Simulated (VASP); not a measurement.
Crystal: Bi4F.

```
CELL_PARAMETERS angstrom
5.29234 0.00000 0.00000
0.00000 5.29234 0.00000
0.00000 0.00000 5.29234
ATOMIC_POSITIONS crystal
Bi 0.25000 0.25000 0.25000
Bi 0.75000 0.75000 0.25000
Bi 0.25000 0.75000 0.75000
Bi 0.75000 0.25000 0.75000
F 0.00000 0.00000 0.00000
```

```yaml
Program: VASP 6.6.1
Task: relaxation of cell and atoms
Functional: PBE
Potentials_or_basis: VASP PAW PBE potentials, release 64 (Bi_d, F)
Cutoff: 600 eV
k_mesh: 4 × 4 × 4
Occupations: gaussian, width 0.1 eV
Spin: no spin polarisation
```

At the start: pressure 2.3 GPa; volume 29.65 Å³/atom.

Task: Where does the relaxation end?

Result: Over 9 steps the energy falls by 283.7 meV/atom and the volume is 29.71 Å³/atom (+0.2 %); space group P-43m (No. 215, to 0.05 Å).

The path:
| step | energy change (eV) | largest force (eV/Å) | pressure (GPa) | volume (Å³) |
| --- | --- | --- | --- | --- |
| 1 | 0.0000 | 2.6135 | 2.31 | 148.23 |
| 2 | -0.8629 | 1.1254 | -2.85 | 157.58 |
| 3 | -0.9689 | 0.8240 | -3.95 | 161.17 |
| 4 | -1.0036 | 0.5352 | -5.10 | 168.51 |
| 5 | -1.2634 | 0.7689 | 3.09 | 145.93 |
| 6 | -1.3884 | 0.1570 | -0.74 | 153.21 |
| 7 | -1.3885 | 0.1758 | -0.61 | 152.91 |
| 8 | -1.4058 | 0.1399 | -0.49 | 151.24 |
| 9 | -1.4187 | 0.0240 | -0.10 | 148.56 |

Final structure:
```
Bi F
1.0
     5.29623    0.00000    0.00000
     0.00000    5.29623    0.00000
     0.00000    0.00000    5.29623
Bi F
4 1
Direct
  0.28300 0.28300 0.28300
  0.71700 0.71700 0.28300
  0.28300 0.71700 0.71700
  0.71700 0.28300 0.71700
  0.00000 0.00000 0.00000
```

Caveat: an odd number of electrons without spin polarisation forces a metal; a magnetic or distorted state may lie lower.
